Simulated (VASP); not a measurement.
# Ca (Im-3m) in VASP: further runs

Ca is run at these levels: PBEsol; tasks: single point, relaxation of volume and atoms at fixed shape.

All numbers are computed with VASP 6.6.1; they aren't measurements. Logs are shortened: lines on timing, memory, paths and dates and some standing lists are left out, and cuts for length are marked.

## Step 1: The cell of the first run

Symmetry: Im-3m, No. 229, cubic system. Conventional cell: a = 4.320 Å, b = 4.320 Å, c = 4.320 Å, α = 90.00°, β = 90.00°, γ = 90.00°. Ca (site symmetry m-3m) has 14 Ca at 3.74 to 4.32 Å within 4.9 Å.

## Step 2: Single point, PBEsol

The input, INCAR:

```
  PREC = Accurate
  ENCUT = 500
  EDIFF = 1E-6
  ISMEAR = 1
  SIGMA = 0.1
  LREAL = F
  LASPH = T
  NELM = 120
  ALGO = Normal
  ISIF = 2
  LWAVE = F
  LCHARG = T
  GGA = PS
  LELF = T
  LVHAR = T
  NBANDS = 11
  GGA_COMPAT = F
```

The input, KPOINTS:

```
regular mesh
0
Gamma
  8 8 8
```

The input, POSCAR:

```
Ca
1.0
   -2.1599330167      2.1599330167      2.1599330167
    2.1599330167     -2.1599330167      2.1599330167
    2.1599330167      2.1599330167     -2.1599330167
Ca
1
Direct
    0.0000000000      0.0000000000      0.0000000000
```

Potentials or basis: VASP PAW PBE potentials, release 64 (Ca_sv).

Run with:

```bash
$ cat potpaw_PBE.64/Ca_sv/POTCAR > POTCAR
$ mpirun -np 1 vasp_std > vasp.out
```

OUTCAR:

```text
PREC = Accurate
   ENCUT = 500
   EDIFF = 1E-6
   ISMEAR = 1
   LREAL = F
   LASPH = T
   NELM = 120
   ISIF = 2
   GGA = PS

 ion  position               nearest neighbor table
   1  0.000  0.000  0.000-

  LATTYP: Found a body centered cubic cell.
 ALAT       =     4.3198660334

  Lattice vectors:

 A1 = (  -2.1599330167,   2.1599330167,   2.1599330167)
 A2 = (   2.1599330167,  -2.1599330167,   2.1599330167)
 A3 = (   2.1599330167,   2.1599330167,  -2.1599330167)

Analysis of symmetry for initial positions (statically):
=====================================================================
 Subroutine PRICEL returns:
 Original cell was already a primitive cell.

 Routine SETGRP: Setting up the symmetry group for a
 body centered cubic supercell.

 Subroutine GETGRP returns: Found 48 space group operations
 (whereof 48 operations were pure point group operations)
 out of a pool of 48 trial point group operations.

The static configuration has the point symmetry O_h .

Analysis of symmetry for dynamics (positions and initial velocities):
=====================================================================
 Subroutine PRICEL returns:
 Original cell was already a primitive cell.

 Routine SETGRP: Setting up the symmetry group for a
 body centered cubic supercell.

 Subroutine GETGRP returns: Found 48 space group operations
 (whereof 48 operations were pure point group operations)
 out of a pool of 48 trial point group operations.

The dynamic configuration has the point symmetry O_h .

 Subroutine INISYM returns: Found 48 space group operations
 (whereof 48 operations are pure point group operations),
 and found     1 'primitive' translations

----------------------------------------------------------------------------------------

                                     Primitive cell

  volume of cell :      40.3070

  direct lattice vectors                    reciprocal lattice vectors
    -2.159933017  2.159933017  2.159933017     0.000000000  0.231488660  0.231488660
     2.159933017 -2.159933017  2.159933017     0.231488660  0.000000000  0.231488660
     2.159933017  2.159933017 -2.159933017     0.231488660  0.231488660  0.000000000

  length of vectors
     3.741113726  3.741113726  3.741113726     0.327374403  0.327374403  0.327374403

  position of ions in fractional coordinates (direct lattice)
     0.000000000  0.000000000  0.000000000

  ion indices of the primitive-cell ions
   primitive index   ion index
                 1           1

[... 73 lines left out ...]
   EDIFFG = 0.1E-04   stopping-criterion for IOM
   NSW    =      0    number of steps for IOM
   IBRION =     -1    ionic relax: 0-MD 1-quasi-New 2-CG
   NFREE  =      0    steps in history (QN), initial steepest desc. (CG)
   ISIF   =      2    stress and relaxation
   ISYM   =      2    0-nonsym 1-usesym 2-fastsym
   POTIM  = 0.5000    time-step for ionic-motion
   TEBEG  =    0.0;   TEEND  =   0.0 temperature during run
   PSTRESS=    0.0 pullay stress
   NELECT =      10.0000    total number of electrons
   NUPDOWN=      -1.0000    fix difference up-down
   EMIN   =  10.00;   EMAX   =-10.00  energy-range for DOS
   EFERMI =   0.00;   METHOD = LEGACY
   ISMEAR =     1;   SIGMA  =   0.10  broadening in eV -4-tet -1-fermi 0-gaus
   EFERMI_NEDOS =   21; number of points for ismear=-14 and -15
   IALGO  =     38    algorithm
   IMIX   =      4    mixing-type and parameters
     AMIX     =   0.40;   BMIX     =  1.00
     AMIX_MAG =   1.60;   BMIX_MAG =  1.00
  volume/ion in A,a.u.               =      40.31       272.01
  Fermi-wavevector in a.u.,A,eV,Ry     =   1.028682  1.943927 14.397509  1.058187
  Thomas-Fermi vector in A             =   2.162691
   LORBIT       =      0    0 simple, 1 ext, 2 COOP (PROOUT), +10 PAW based schemes
   GGA     = PS    functional components
   LHFCALC =     F    Hartree Fock is set to
   AEXX    =    0.0000 exact exchange contribution
   IVDW    =     0    specifies the selected vdW correction
   LEPSILON=     F    determine dielectric tensor
   LRPA    =     F    only Hartree local field effects (RPA)
 non-spin polarized calculation
 Methfessel and Paxton  Order N= 1 SIGMA  =   0.10
  energy-cutoff  :      500.00
  volume of cell :       40.31
 maximum number of plane-waves:      1055
   NGX = 13   NGY = 13   NGZ = 13

 number of electron      10.0000002 magnetization

 Free energy of the ion-electron system (eV)
  ---------------------------------------------------
  ext. energy  EPLUGINS =         0.00000000
  ---------------------------------------------------
  free energy    TOTEN  =        -2.11586187 eV

  energy without entropy =       -2.11492920  energy(sigma->0) =       -2.11555098

 E-fermi :   2.1173     XC(G=0):  -7.9539

 val. band max:        2.1059913937   @ k =   0.5000   0.5000   0.3750
 cond. band min:       2.1185574555   @ k =   0.5000   0.5000   0.5000
 fundamental gap:      0.0125660618
 Fermi energy:         2.1173373855

 k-point     1 :       0.0000    0.0000    0.0000
  band No.  band energies     occupation
      1     -39.6360      2.00000
      2     -20.6209      2.00000
      3     -20.6209      2.00000
      4     -20.6209      2.00000
      5      -2.0378      2.00000
      6       4.4776      0.00000
      7       4.4776      0.00000
      8       4.4776      0.00000
      9       5.5988      0.00000
     10       5.5988      0.00000
     11      12.5676      0.00000
[... 309 lines left out ...]
 k-point    24 :      -0.3750    0.3750    0.2500
  band No.  band energies     occupation
      1     -39.6124      2.00000
      2     -20.7469      2.00000
      3     -20.7009      2.00000
      4     -20.6838      2.00000
      5       1.0910      2.00000
      6       2.8282     -0.00000
      7       4.3277      0.00000
      8       4.5268      0.00000
      9       5.6897      0.00000
     10       6.0426      0.00000
     11       8.7231      0.00000

 [... further k-points ...]
[... 5 lines left out ...]
  --------------------------------------------------------------------------------------
  -------------------------------------------------------------------------------------
  Total       -0.0030538     -0.0030538     -0.0030538      0.0000000      0.0000000     -0.0000000
  in kB       -0.1213883     -0.1213883     -0.1213883      0.0000000      0.0000000     -0.0000000
  external PRESSURE =      -0.1213883 kB  Pullay stress =       0.0000000 kB

 VOLUME and BASIS-vectors are now :
 -----------------------------------------------------------------------------
  energy-cutoff  :      500.00
  volume of cell :       40.31
      direct lattice vectors                 reciprocal lattice vectors
    -2.159933017  2.159933017  2.159933017     0.000000000  0.231488660  0.231488660
     2.159933017 -2.159933017  2.159933017     0.231488660  0.000000000  0.231488660
     2.159933017  2.159933017 -2.159933017     0.231488660  0.231488660  0.000000000

 POSITION                                       TOTAL-FORCE (eV/Angst)
 -----------------------------------------------------------------------------------
      0.00000      0.00000      0.00000        -0.000000     -0.000000      0.000000
 -----------------------------------------------------------------------------------
    total drift:                               -0.000000     -0.000000     -0.000000

  FREE ENERGIE OF THE ION-ELECTRON SYSTEM (eV)
  ---------------------------------------------------
  free  energy   TOTEN  =        -2.1158618734 eV

  energy  without entropy=       -2.1149291963  energy(sigma->0) =       -2.11555098
```

It took 6.5 s on 1 thread of Intel Xeon 6975P-C (Granite Rapids), shared host; peak memory 0.15 GiB.

What came out:

```yaml
Free_energy: -2.1159 eV
Pressure: 0.0 GPa
Band_gap_on_the_k_mesh: zero (band 5 reaches 2.47 eV, above the bottom of band 6 at 2.10 eV)
```

Caveat: the PAW data sets were made with another functional, which shifts forces and pressure a little.

## Step 3: Relaxation of volume and atoms at fixed shape, PBEsol

This run uses another cell than the first one, of 44.96 Å³/atom, 1.115 times its volume.

The input, INCAR:

```
PREC     = Accurate       # precision mode
ENCUT    = 500            # plane-wave cutoff, eV
EDIFF    = 1E-7           # SCF threshold, eV
ISMEAR   = 1              # smearing method
SIGMA    = 0.1            # smearing width, eV
LREAL    = False          # projectors in reciprocal space
LASPH    = True           # aspherical terms in the spheres
NELM     = 120            # most SCF steps
ALGO     = Normal         # electronic algorithm
ISIF     = 8              # what is computed and relaxed
LWAVE    = False          # write WAVECAR
LCHARG   = False          # write CHGCAR
GGA      = PS             # functional
IBRION   = 2              # ionic algorithm
NSW      = 80             # ionic steps
EDIFFG   = -0.01          # ionic threshold
GGA_COMPAT= False        
NELMIN   = 4
```

KPOINTS is that of step 2.

The input, POSCAR:

```
Ca
1.0
   -2.2400000000      2.2400000000      2.2400000000
    2.2400000000     -2.2400000000      2.2400000000
    2.2400000000      2.2400000000     -2.2400000000
Ca
1
Direct
    0.0000000000      0.0000000000      0.0000000000
```

Potentials or basis: VASP PAW PBE potentials, release 64 (Ca_sv).

Run with:

```bash
$ cat potpaw_PBE.64/Ca_sv/POTCAR > POTCAR
$ mpirun -np 1 vasp_std > vasp.out
```

OUTCAR:

```text
PREC = Accurate
   ENCUT = 500
   EDIFF = 1E-7
   ISMEAR = 1
   LREAL = False
   LASPH = True
   NELM = 120
   ISIF = 8
   GGA = PS
   IBRION = 2
   NSW = 80
   EDIFFG = -0.01
   NELMIN = 4

 ion  position               nearest neighbor table
   1  0.000  0.000  0.000-

  LATTYP: Found a body centered cubic cell.
 ALAT       =     4.4800000000

  Lattice vectors:

 A1 = (  -2.2400000000,   2.2400000000,   2.2400000000)
 A2 = (   2.2400000000,  -2.2400000000,   2.2400000000)
 A3 = (   2.2400000000,   2.2400000000,  -2.2400000000)

Analysis of symmetry for initial positions (statically):
=====================================================================
 Subroutine PRICEL returns:
[... 284 lines left out ...]

  energy without entropy =       -2.11587086  energy(sigma->0) =       -2.11648674

 E-fermi :   2.1191     XC(G=0):  -7.9554

 val. band max:        2.1074058337   @ k =   0.5000   0.5000   0.3750
 cond. band min:       2.1198314762   @ k =   0.5000   0.5000   0.5000
 fundamental gap:      0.0124256425
 Fermi energy:         2.1191258959

 k-point     1 :       0.0000    0.0000    0.0000
  band No.  band energies     occupation
      1     -39.6327      2.00000
      2     -20.6177      2.00000
      3     -20.6177      2.00000
      4     -20.6177      2.00000
      5      -2.0367      2.00000
      6       4.4802      0.00000
      7       4.4802      0.00000
      8       4.4802      0.00000
      9       5.6019      0.00000
[... 265 lines left out ...]
 k-point    24 :      -0.3750    0.3750    0.2500
  band No.  band energies     occupation
      1     -39.6090      2.00000
      2     -20.7440      2.00000
      3     -20.6979      2.00000
      4     -20.6808      2.00000
      5       1.0927      2.00000
      6       2.8299     -0.00000
      7       4.3303      0.00000
      8       4.5295      0.00000
      9       5.6932      0.00000

 [... further k-points ...]
[... 5 lines left out ...]
  --------------------------------------------------------------------------------------
  -------------------------------------------------------------------------------------
  Total       -0.0001265     -0.0001265     -0.0001265      0.0000000      0.0000000      0.0000000
  in kB       -0.0050311     -0.0050311     -0.0050311      0.0000000      0.0000000      0.0000000
  external PRESSURE =      -0.0050311 kB  Pullay stress =       0.0000000 kB
[... 16 lines left out ...]
  FREE ENERGIE OF THE ION-ELECTRON SYSTEM (eV)
  ---------------------------------------------------
  free  energy   TOTEN  =        -2.1167946744 eV

  energy  without entropy=       -2.1158708600  energy(sigma->0) =       -2.11648674

 reached required accuracy - stopping structural energy minimisation
```

CONTCAR:

```text
Ca
   1.00000000000000
    -2.1596070506144565    2.1596070506144565    2.1596070506144565
     2.1596070506144565   -2.1596070506144565    2.1596070506144565
     2.1596070506144565    2.1596070506144565   -2.1596070506144565
  Ca
     1
Direct
     1.0000000000000000    1.0000000000000000    1.0000000000000000

  0.00000000E+00  0.00000000E+00  0.00000000E+00
```

Wall time 22 s (1 thread of Intel Xeon 6975P-C (Granite Rapids), shared host); peak memory 0.16 GiB.

Results:

```yaml
Free_energy: -2.1168 eV
Relaxed_volume: 40.29 Å³/atom
Relaxed_cell: a = 3.741 Å, b = 3.741 Å, c = 3.741 Å, α = 109.47°, β = 109.47°, γ = 109.47°
Space_group_after_relaxing_to_0.05_Å: Im-3m (No. 229)
Energy_gained_by_relaxing: 23.3 meV/atom
Ionic_steps: 4
Pressure_after_relaxing: 0.0 GPa
Band_gap_on_the_k_mesh: zero (band 5 reaches 2.47 eV, above the bottom of band 6 at 2.10 eV)
```

The path:
```csv
step,energy change (eV),largest force (eV/Å),pressure (GPa),volume (Å³)
1,0.0000,0.0000,-1.53,44.96
2,-0.0191,0.0000,-0.69,42.23
3,-0.0233,0.0000,-0.08,40.50
4,-0.0233,0.0000,0.00,40.29
```

Final structure:
```xyz
1
Lattice="-2.1596 2.1596 2.1596 2.1596 -2.1596 2.1596 2.1596 2.1596 -2.1596" Properties=species:S:1:pos:R:3 pbc="T T T"
Ca    2.1596    2.1596    2.1596
```

Levels at points of the mesh, in eV from the Fermi level:
| k point | band 3 | band 4 | band 5 | band 6 | band 7 | band 8 |
| --- | --- | --- | --- | --- | --- | --- |
| (0.00, 0.00, 0.00) | -22.74 | -22.74 | -4.16 | 2.36 | 2.36 | 2.36 |
| (0.50, 0.00, 0.00) | -22.79 | -22.74 | -0.94 | 0.03 | 1.35 | 3.39 |
| (0.50, 0.50, 0.50) | -22.86 | -22.86 | 0.00 | 0.00 | 4.10 | 4.10 |

Caveat: the PAW data sets were made with another functional, which shifts forces and pressure a little; the volume moved by -10 % from the deposited cell, more than functionals usually miss.
